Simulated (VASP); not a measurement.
# PbS (Pm-3m) in VASP: a series of runs

The runs below take PbS through relaxation of cell and atoms, single point, with r2SCAN, PBE.

Program: VASP 6.6.1. These are calculated values, not measurements. Logs are shortened: lines on timing, memory, paths and dates and some standing lists are left out, and cuts for length are marked.

## 1. The cell of the first run

It takes space group Pm-3m (No. 221, cubic). Conventional cell: a = 3.652 Å, b = 3.652 Å, c = 3.652 Å, α = 90.00°, β = 90.00°, γ = 90.00°. Pb (site symmetry m-3m) has 8 S at 3.16 Å and 6 Pb at 3.65 Å within 4.2 Å. Within 4.2 Å of S (site symmetry m-3m) lie 8 Pb at 3.16 Å and 6 S at 3.65 Å.

## 2. Relaxation of cell and atoms, r2SCAN

File POSCAR:

```
PbS
1.0
    3.6519375865      0.0000000000      0.0000000000
    0.0000000000      3.6519375865      0.0000000000
    0.0000000000      0.0000000000      3.6519375865
Pb S
1 1
Direct
    0.0000000000      0.0000000000      0.0000000000
    0.5000000000      0.5000000000      0.5000000000
```

File INCAR.step1:

```
  PREC = Accurate
  ENCUT = 600
  ISMEAR = -1
  SIGMA = 0.02
  LREAL = F
  LASPH = T
  NELM = 80
  GGA = PE
  ALGO = Normal
  EDIFF = 1E-4
  LWAVE = T
  LCHARG = F
```

File INCAR.step2:

```
  PREC = Accurate
  ENCUT = 600
  EDIFF = 1E-6
  ISMEAR = -1
  SIGMA = 0.02
  LREAL = F
  LASPH = T
  NELM = 80
  ALGO = Normal
  ISIF = 3
  LWAVE = F
  LCHARG = F
  METAGGA = R2SCAN
  LMIXTAU = T
  IBRION = 2
  NSW = 80
  EDIFFG = -0.005
  ISTART = 1
```

File KPOINTS:

```
regular mesh
0
Gamma
  6 6 6
```

Potentials or basis: VASP PAW PBE potentials, release 64 (Pb_d, S).

Command:

```sh
$ cat potpaw_PBE.64/Pb_d/POTCAR potpaw_PBE.64/S/POTCAR > POTCAR
$ cp INCAR.step1 INCAR
$ mpirun -np 1 vasp_std > vasp.out
$ cp INCAR.step2 INCAR
$ mpirun -np 1 vasp_std > vasp.out
```

OUTCAR:

```text
PREC = Accurate
   ENCUT = 600
   EDIFF = 1E-6
   ISMEAR = -1
   LREAL = F
   LASPH = T
   NELM = 80
   ISIF = 3
   METAGGA = R2SCAN
   IBRION = 2
   NSW = 80
   EDIFFG = -0.005
   ISTART = 1

 ion  position               nearest neighbor table
   1  0.000  0.000  0.000-   2 3.16   2 3.16   2 3.16   2 3.16   2 3.16   2 3.16   2 3.16   2 3.16

   2  0.500  0.500  0.500-   1 3.16   1 3.16   1 3.16   1 3.16   1 3.16   1 3.16   1 3.16   1 3.16

  LATTYP: Found a simple cubic cell.
 ALAT       =     3.6519375865

  Lattice vectors:

 A1 = (   3.6519375865,   0.0000000000,   0.0000000000)
 A2 = (   0.0000000000,   3.6519375865,   0.0000000000)
 A3 = (   0.0000000000,   0.0000000000,   3.6519375865)

Analysis of symmetry for initial positions (statically):
=====================================================================
 Subroutine PRICEL returns:
 Original cell was already a primitive cell.

 Routine SETGRP: Setting up the symmetry group for a
 simple cubic supercell.

 Subroutine GETGRP returns: Found 48 space group operations
 (whereof 48 operations were pure point group operations)
 out of a pool of 48 trial point group operations.

The static configuration has the point symmetry O_h .

Analysis of symmetry for dynamics (positions and initial velocities):
=====================================================================
 Subroutine PRICEL returns:
 Original cell was already a primitive cell.

 Routine SETGRP: Setting up the symmetry group for a
 simple cubic supercell.

 Subroutine GETGRP returns: Found 48 space group operations
 (whereof 48 operations were pure point group operations)
 out of a pool of 48 trial point group operations.

The dynamic configuration has the point symmetry O_h .

 Subroutine INISYM returns: Found 48 space group operations
 (whereof 48 operations are pure point group operations),
 and found     1 'primitive' translations

----------------------------------------------------------------------------------------

                                     Primitive cell

  volume of cell :      48.7046

  direct lattice vectors                    reciprocal lattice vectors
     3.651937586  0.000000000  0.000000000     0.273827243  0.000000000  0.000000000
     0.000000000  3.651937586  0.000000000     0.000000000  0.273827243  0.000000000
     0.000000000  0.000000000  3.651937586     0.000000000  0.000000000  0.273827243

  length of vectors
     3.651937586  3.651937586  3.651937586     0.273827243  0.273827243  0.273827243

  position of ions in fractional coordinates (direct lattice)
     0.000000000  0.000000000  0.000000000
     0.500000000  0.500000000  0.500000000
[... 70 lines left out ...]
   ENCUT  =  600.0 eV  44.10 Ry    6.64 a.u.   7.29  7.29  7.29*2*pi/ulx,y,z
   NELM   =     80;   NELMIN=  2; NELMDL=  0     # of ELM steps
   EDIFF  = 0.1E-05   stopping-criterion for ELM
   LREAL  =      F    real-space projection
   EDIFFG = -.5E-02   stopping-criterion for IOM
   NSW    =     80    number of steps for IOM
   IBRION =      2    ionic relax: 0-MD 1-quasi-New 2-CG
   NFREE  =      1    steps in history (QN), initial steepest desc. (CG)
   ISIF   =      3    stress and relaxation
   ISYM   =      2    0-nonsym 1-usesym 2-fastsym
   POTIM  = 0.5000    time-step for ionic-motion
   TEBEG  =    0.0;   TEEND  =   0.0 temperature during run
   PSTRESS=    0.0 pullay stress
   NELECT =      20.0000    total number of electrons
   NUPDOWN=      -1.0000    fix difference up-down
   EMIN   =  10.00;   EMAX   =-10.00  energy-range for DOS
   EFERMI =   0.00;   METHOD = LEGACY
   ISMEAR =    -1;   SIGMA  =   0.02  broadening in eV -4-tet -1-fermi 0-gaus
   EFERMI_NEDOS =   21; number of points for ismear=-14 and -15
   IALGO  =     38    algorithm
   IMIX   =      4    mixing-type and parameters
     AMIX     =   0.40;   BMIX     =  1.00
     AMIX_MAG =   1.60;   BMIX_MAG =  1.00
  volume/ion in A,a.u.               =      24.35       164.34
  Fermi-wavevector in a.u.,A,eV,Ry     =   1.216825  2.299466 20.145647  1.480663
  Thomas-Fermi vector in A             =   2.352166
   LORBIT       =      0    0 simple, 1 ext, 2 COOP (PROOUT), +10 PAW based schemes
   METAGGA = R2SCAN    functional components
   LHFCALC =     F    Hartree Fock is set to
   AEXX    =    0.0000 exact exchange contribution
   IVDW    =     0    specifies the selected vdW correction
   LEPSILON=     F    determine dielectric tensor
   LRPA    =     F    only Hartree local field effects (RPA)
 conjugate gradient relaxation of ions
 non-spin polarized calculation
  energy-cutoff  :      600.00
  volume of cell :       48.70
 maximum number of plane-waves:      1647
 NGX is ok and might be reduce to    30
   NGX = 15   NGY = 15   NGZ = 15

--------------------------------------- Ionic step        1  -------------------------------------------

 number of electron      19.9999998 magnetization

 Free energy of the ion-electron system (eV)
  ---------------------------------------------------
  ext. energy  EPLUGINS =         0.00000000
  ---------------------------------------------------
  free energy    TOTEN  =       -65.07832227 eV

  energy without entropy =      -65.07733456  energy(sigma->0) =      -65.07782841

------------------------ aborting loop because EDIFF is reached ----------------------------------------

  FORCE on cell =-STRESS in cart. coord.  units (eV):
  Direction    XX          YY          ZZ          XY          YZ          ZX
  --------------------------------------------------------------------------------------
  -------------------------------------------------------------------------------------
  Total       -0.2492266     -0.2492266     -0.2492266      0.0000000      0.0000000      0.0000000
  in kB       -8.1985097     -8.1985097     -8.1985097      0.0000000      0.0000000      0.0000000
  external PRESSURE =      -8.1985097 kB  Pullay stress =       0.0000000 kB
[... 59 lines left out ...]
--------------------------------------- Ionic step        3  -------------------------------------------

 number of electron      20.0000002 magnetization

 Free energy of the ion-electron system (eV)
  ---------------------------------------------------
  ext. energy  EPLUGINS =         0.00000000
  ---------------------------------------------------
  free energy    TOTEN  =       -65.07999291 eV

  energy without entropy =      -65.07899494  energy(sigma->0) =      -65.07949392

 E-fermi :   6.1673     XC(G=0): -10.7822

 val. band max:        6.1568771814   @ k =   0.1667   0.1667   0.1667
 cond. band min:       6.6238816639   @ k =   0.5000   0.3333   0.3333
 fundamental gap:      0.4670044826
 Fermi energy:         6.1672760843

 k-point     1 :       0.0000    0.0000    0.0000
  band No.  band energies     occupation
      1     -11.4309      2.00000
      2     -11.4309      2.00000
      3     -11.2077      2.00000
      4     -11.2077      2.00000
      5     -11.2077      2.00000
      6      -7.6223      2.00000
      7      -0.6632      2.00000
      8       4.4383      2.00000
      9       4.4383      2.00000
     10       4.4383      2.00000
     11      12.1319      0.00000
     12      12.1319      0.00000
     13      13.1806      0.00000
     14      13.1806      0.00000
[... 350 lines left out ...]
  FREE ENERGIE OF THE ION-ELECTRON SYSTEM (eV)
  ---------------------------------------------------
  free  energy   TOTEN  =       -65.0799929065 eV

  energy  without entropy=      -65.0789949405  energy(sigma->0) =      -65.07949392

 reached required accuracy - stopping structural energy minimisation
```

OUTCAR.step1:

```text
PREC = Accurate
   ENCUT = 600
   ISMEAR = -1
   LREAL = F
   LASPH = T
   NELM = 80
[... 553 lines left out ...]
 -----------------------------------------------------------------------------------
      0.00000      0.00000      0.00000         0.000000      0.000000      0.000000
      1.82597      1.82597      1.82597         0.000000      0.000000      0.000000
 -----------------------------------------------------------------------------------
    total drift:                               -0.000000     -0.000000     -0.000000

  FREE ENERGIE OF THE ION-ELECTRON SYSTEM (eV)
  ---------------------------------------------------
  free  energy   TOTEN  =        -8.2538957720 eV

  energy  without entropy=       -8.2529126373  energy(sigma->0) =       -8.25340420
```

Run time: 2.7 min. Hardware: 1 thread of AMD EPYC 7R13 (Zen 3), shared host; peak memory 0.15 GiB.

What came out:

- Free energy: -65.0800 eV
- Relaxed volume: 24.03 Å³/atom
- Relaxed cell: a = 3.636 Å, b = 3.636 Å, c = 3.636 Å, α = 90.00°, β = 90.00°, γ = 90.00°
- Space group after relaxing (to 0.05 Å): Pm-3m (No. 221)
- Energy gained by relaxing: 0.8 meV/atom
- Ionic steps: 3
- Pressure after relaxing: 0.0 GPa
- Band gap on the k mesh: zero (band 10 reaches 6.16 eV, above the bottom of band 11 at 5.85 eV)

Step by step:
```
step  energy change (eV)  largest force (eV/Å)  pressure (GPa)  volume (Å³)
   1              0.0000                0.0000           -0.82        48.70
   2             -0.0014                0.0000            0.32        47.83
   3             -0.0017                0.0000           -0.02        48.06
```

Final structure:
```yaml
crystal:
  lattice:
    - [3.63583, 0.00000, 0.00000]
    - [0.00000, 3.63583, 0.00000]
    - [0.00000, 0.00000, 3.63583]
  atoms:
    - { symbol: Pb, position: [0.00000, 0.00000, 0.00000] }
    - { symbol: S, position: [0.50000, 0.50000, 0.50000] }
```

Levels at points of the mesh, in eV from the Fermi level:
```
           k point  band 8  band 9  band 10  band 11  band 12  band 13
(0.00, 0.00, 0.00)   -1.73   -1.73    -1.73     5.96     5.96     7.01
(0.50, 0.00, 0.00)   -0.56   -0.56    -0.10     0.67     4.21     4.21
(0.50, 0.50, 0.00)   -4.64   -4.64    -0.36     4.58     4.58     6.29
(0.50, 0.50, 0.50)   -2.55   -2.55    -2.55    -0.32    -0.32    -0.32
```

Caveat: the PAW data sets were made with another functional, which shifts forces and pressure a little; spin-orbit coupling is left out, which moves the levels of the heavy elements.

## 3. Single point, PBE, non-collinear spin, zero start, spin-orbit coupling

This run uses another cell than the first one, of 24.02 Å³/atom, 0.986 times its volume.

File INCAR:

```
PREC = Accurate ; ENCUT = 520
EDIFF = 1E-6 ; ISMEAR = -1
SIGMA = 0.02 ; LREAL = False
LASPH = True ; NELM = 150
ALGO = Normal ; ISIF = 2
LWAVE = False ; LCHARG = False
MAGMOM = 0 0 0 0 0 0 ; LORBIT = 11
LSORBIT = True ; GGA_COMPAT = False
LORBMOM = True ; GGA = PE
NBANDS = 32
```

File KPOINTS:

```
regular mesh
0
Gamma
  8 8 8
```

File POSCAR:

```
PbS
1.0
    3.6351319672      0.0000000000      0.0000000000
    0.0000000000      3.6351319672      0.0000000000
    0.0000000000      0.0000000000      3.6351319672
Pb S
1 1
Direct
    0.0000000000      0.0000000000      0.0000000000
    0.5000000000      0.5000000000      0.5000000000
```

Potentials or basis: VASP PAW PBE potentials, release 64 (Pb_d, S).

Command:

```sh
$ cat potpaw_PBE.64/Pb_d/POTCAR potpaw_PBE.64/S/POTCAR > POTCAR
$ mpirun -np 1 vasp_ncl > vasp.out
```

OUTCAR:

```text
PREC = Accurate
   ENCUT = 520
   EDIFF = 1E-6
   ISMEAR = -1
   LREAL = False
   LASPH = True
   NELM = 150
   ISIF = 2
   LORBIT = 11
   LSORBIT = True
   GGA = PE

 ion  position               nearest neighbor table
   1  0.000  0.000  0.000-   2 3.15   2 3.15   2 3.15   2 3.15   2 3.15   2 3.15   2 3.15   2 3.15

   2  0.500  0.500  0.500-   1 3.15   1 3.15   1 3.15   1 3.15   1 3.15   1 3.15   1 3.15   1 3.15

  LATTYP: Found a simple cubic cell.
 ALAT       =     3.6351319672

  Lattice vectors:

 A1 = (   3.6351319672,   0.0000000000,   0.0000000000)
 A2 = (   0.0000000000,   3.6351319672,   0.0000000000)
 A3 = (   0.0000000000,   0.0000000000,   3.6351319672)

Analysis of symmetry for initial positions (statically):
=====================================================================
 Subroutine PRICEL returns:
 Original cell was already a primitive cell.

 Routine SETGRP: Setting up the symmetry group for a
 simple cubic supercell.

 Subroutine GETGRP returns: Found 48 space group operations
 (whereof 48 operations were pure point group operations)
 out of a pool of 48 trial point group operations.

The static configuration has the point symmetry O_h .

Analysis of symmetry for dynamics (positions and initial velocities):
=====================================================================
 Subroutine PRICEL returns:
 Original cell was already a primitive cell.

 Routine SETGRP: Setting up the symmetry group for a
 simple cubic supercell.

 Subroutine GETGRP returns: Found 48 space group operations
 (whereof 48 operations were pure point group operations)
 out of a pool of 48 trial point group operations.

The dynamic configuration has the point symmetry O_h .

Analysis of structural, dynamic, and magnetic symmetry:
=====================================================================
 Subroutine PRICEL returns:
 Original cell was already a primitive cell.

[... 1048 lines left out ...]
            0.000  -0.000  -0.000

 orbital moment (y)

 # of ion     p       d       tot
 ----------------------------------------
  1         0.000   0.000   0.000
  2         0.000   0.000   0.000
 ----------------------------------------
            0.000   0.000   0.000

 orbital moment (z)

 # of ion     p       d       tot
 ----------------------------------------
  1         0.000   0.000   0.000
  2         0.000   0.000   0.000
 ----------------------------------------
            0.000   0.000   0.000

 Spin-Orbit-Coupling matrix elements

 Ion:    1  E_soc:     -0.8289764
 l=   1
     0.0000000    -0.0715159    -0.0715159
    -0.0715159     0.0000000    -0.0715159
    -0.0715159    -0.0715159     0.0000000
 l=   2
     0.0000000    -0.0132779     0.0000000    -0.0132779    -0.0533689
    -0.0132779     0.0000000    -0.0400267    -0.0132779    -0.0133422
     0.0000000    -0.0400267     0.0000000    -0.0400267     0.0000000
    -0.0132779    -0.0132779    -0.0400267     0.0000000    -0.0133422
    -0.0533689    -0.0133422     0.0000000    -0.0133422     0.0000000
 l=   3
     0.0000000     0.0000000     0.0000000     0.0000000     0.0000000     0.0000000     0.0000000
     0.0000000     0.0000000     0.0000000     0.0000000     0.0000000     0.0000000     0.0000000
     0.0000000     0.0000000     0.0000000     0.0000000     0.0000000     0.0000000     0.0000000
     0.0000000     0.0000000     0.0000000     0.0000000     0.0000000     0.0000000     0.0000000
     0.0000000     0.0000000     0.0000000     0.0000000     0.0000000     0.0000000     0.0000000
     0.0000000     0.0000000     0.0000000     0.0000000     0.0000000     0.0000000     0.0000000
     0.0000000     0.0000000     0.0000000     0.0000000     0.0000000     0.0000000     0.0000000

 Ion:    2  E_soc:     -0.0036316
 l=   1
     0.0000000    -0.0006053    -0.0006053
    -0.0006053     0.0000000    -0.0006053
    -0.0006053    -0.0006053     0.0000000
 l=   2
     0.0000000     0.0000000     0.0000000     0.0000000     0.0000000
     0.0000000     0.0000000     0.0000000     0.0000000     0.0000000
     0.0000000     0.0000000     0.0000000     0.0000000     0.0000000
     0.0000000     0.0000000     0.0000000     0.0000000     0.0000000
     0.0000000     0.0000000     0.0000000     0.0000000     0.0000000
 l=   3
     0.0000000     0.0000000     0.0000000     0.0000000     0.0000000     0.0000000     0.0000000
     0.0000000     0.0000000     0.0000000     0.0000000     0.0000000     0.0000000     0.0000000
     0.0000000     0.0000000     0.0000000     0.0000000     0.0000000     0.0000000     0.0000000
     0.0000000     0.0000000     0.0000000     0.0000000     0.0000000     0.0000000     0.0000000
     0.0000000     0.0000000     0.0000000     0.0000000     0.0000000     0.0000000     0.0000000
     0.0000000     0.0000000     0.0000000     0.0000000     0.0000000     0.0000000     0.0000000
     0.0000000     0.0000000     0.0000000     0.0000000     0.0000000     0.0000000     0.0000000

 total charge

# of ion       s       p       d       tot
------------------------------------------
    1        1.473   0.501   9.841  11.815
    2        1.364   2.294   0.000   3.658
--------------------------------------------------
tot          2.837   2.796   9.841  15.474

 magnetization (x)

# of ion       s       p       d       tot
------------------------------------------
    1        0.000   0.000   0.000   0.000
    2        0.000  -0.000   0.000  -0.000
--------------------------------------------------
tot          0.000  -0.000   0.000   0.000

 magnetization (y)

# of ion       s       p       d       tot
------------------------------------------
    1       -0.000   0.000   0.000  -0.000
    2        0.000   0.000   0.000   0.000
--------------------------------------------------
tot         -0.000   0.000   0.000   0.000

 magnetization (z)

# of ion       s       p       d       tot
------------------------------------------
    1        0.000   0.000  -0.000  -0.000
    2        0.000  -0.000   0.000   0.000
--------------------------------------------------
tot          0.000  -0.000  -0.000  -0.000
```

It took 2.1 min on 1 thread of AMD EPYC 7R13 (Zen 3), shared host; peak memory 0.25 GiB.

Results:

* Free energy: -8.6539 eV
* Pressure: 0.4 GPa
* Net moment: 0.00 μB per cell
* Valence electrons inside the program's atomic spheres: Pb 11.81; S 3.66

Moments on the atoms (μB; x, y, z):
```
Pb  0.00 0.00 0.00
S   0.00 0.00 0.00
```
